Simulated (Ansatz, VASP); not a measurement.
# One calculation of Au, two programs

Contents of INCAR:

```
ALGO = Fast
EDIFF = 1E-7
ENCUT = 520
GGA = PS
ISIF = 2
ISMEAR = 0
LASPH = T
LCHARG = F
LREAL = F
LWAVE = F
NBANDS = 12
NELM = 60
PREC = Accurate
SIGMA = 0.05
```

File KPOINTS:

```
k-points
0
Gamma
  14 14 14
```

The input POSCAR:

```
Au
1.0
    0.0000000000      2.0399988786      2.0399988786
    2.0399988786      0.0000000000      2.0399988786
    2.0399988786      2.0399988786      0.0000000000
Au
1
Direct
    0.0000000000      0.0000000000      0.0000000000
```

Input for Ansatz:

```yaml
crystal:
  lattice:
    - [0.0, 2.0399988786, 2.0399988786]
    - [2.0399988786, 0.0, 2.0399988786]
    - [2.0399988786, 2.0399988786, 0.0]
  atoms:
    - { symbol: Au, position: [0.0, 0.0, 0.0] }
basis:
  ecutwfc: 420
  ecutrho_ratio: 4
kpoints:
  mp_grid: { grid: [14, 14, 14] }
hamiltonian:
  xc: pbesol
scf:
  occupations: { method: gaussian, width: 0.05 }
output:
  forces: true
  stress: true
  eigenvalues: true
  eigenstates:
    nscf_kmesh: { grid: [26, 26, 26] }
    de_dk: true
    e_range: [-2.5, 2.5]
  write_density: true
  write_potential: true
  elf: true
  volumetric_format: npy
```

Alike in both runs: task single point; functional PBEsol; k mesh 14 × 14 × 14; occupations gaussian, width 0.05 eV; no spin polarisation.

|  | VASP | Ansatz |
| --- | --- | --- |
| version | VASP 6.6.1 | Ansatz 0.2.0 |
| potentials or method | VASP PAW PBE potentials, release 64 (Au), cutoff 520 eV | scalar-relativistic, plane waves, PAW |
| valence electrons in the cell | 11 | 19 |

Ansatz gave:

| Property | Result |
| --- | --- |
| gap on the k mesh at the Fermi level (eV) | none |
| pressure (GPa) | 0.4 |

Q: Which values does VASP return?

A: gap on the k mesh at the Fermi level (eV): none; pressure (GPa): 0.1.

VASP's potentials were made for PBE, not for PBEsol. A gap of «none» marks a metal or a gap that the smearing closes. The functional is the same, so the differences come from potentials, cutoffs and numerics. VASP's potentials hold 11 valence electrons a cell and Ansatz's 19, so a difference there can come from the potentials and not from the codes.

Neither program's run includes spin-orbit coupling.
